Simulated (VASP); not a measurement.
Set up this calculation in VASP 6.6.1, as the native input.

* Task: single point
* Functional: PBE
* Potentials or basis: VASP PAW PBE potentials, release 64 (Si)
* Cutoff: 520 eV
* k mesh: 7 × 7 × 1
* Occupations: gaussian, width 0.05 eV
* Spin: no spin polarisation
* Dipole correction: yes
* Further INCAR settings: ALGO = Normal; EDIFF = 1e-06; NBANDS = 31

The structure of Si lies in POSCAR:

```
Si
1.0
    3.8677060756      0.0000000000      0.0000000000
    0.0000000000      3.8677060756      0.0000000000
    0.0000000000      0.0000000000     27.3069653717
Si
10
Direct
    0.0000000000      0.5000000000      0.2746551987
    0.0000000000      0.0000000000      0.3247318212
    0.5000000000      0.0000000000      0.3748084437
    0.5000000000      0.5000000000      0.4248850662
    0.0000000000      0.5000000000      0.4749616887
    0.0000000000      0.0000000000      0.5250383113
    0.5000000000      0.0000000000      0.5751149338
    0.5000000000      0.5000000000      0.6251915563
    0.0000000000      0.5000000000      0.6752681788
    0.0000000000      0.0000000000      0.7253448013
```

One way to write it, as run:

INCAR

```
ALGO     = Normal         # electronic algorithm
DIPOL    = 0.5 0.5 0.500
EDIFF    = 1E-6           # SCF threshold, eV
ENCUT    = 520            # plane-wave cutoff, eV
GGA      = PE             # functional
IDIPOL   = 3            
ISIF     = 2              # what is computed and relaxed
ISMEAR   = 0              # smearing method
LASPH    = T              # aspherical terms in the spheres
LCHARG   = T              # write CHGCAR
LDIPOL   = T            
LELF     = T              # ELF
LREAL    = F              # projectors in reciprocal space
LVACPOTAV= T            
LVHAR    = T            
LWAVE    = F              # write WAVECAR
NBANDS   = 31             # bands
NELM     = 80             # most SCF steps
PREC     = Accurate       # precision mode
SIGMA    = 0.05           # smearing width, eV
```

KPOINTS

```
k-points
0
Gamma
  7 7 1
```

Potentials or basis: VASP PAW PBE potentials, release 64 (Si).

The run is started by

```sh
$ cat potpaw_PBE.64/Si/POTCAR > POTCAR
$ mpirun -np 1 vasp_std > vasp.out
```

It gave:

| Item | Value |
| --- | --- |
| Largest force | 0.103 eV/Å |
| Band gap on the k mesh | zero (bands 20 and 21 overlap by 0.82 eV) |

It took 10 min on 1 thread of Intel Xeon 8259CL, on a shared host, peak memory 0.51 GiB.
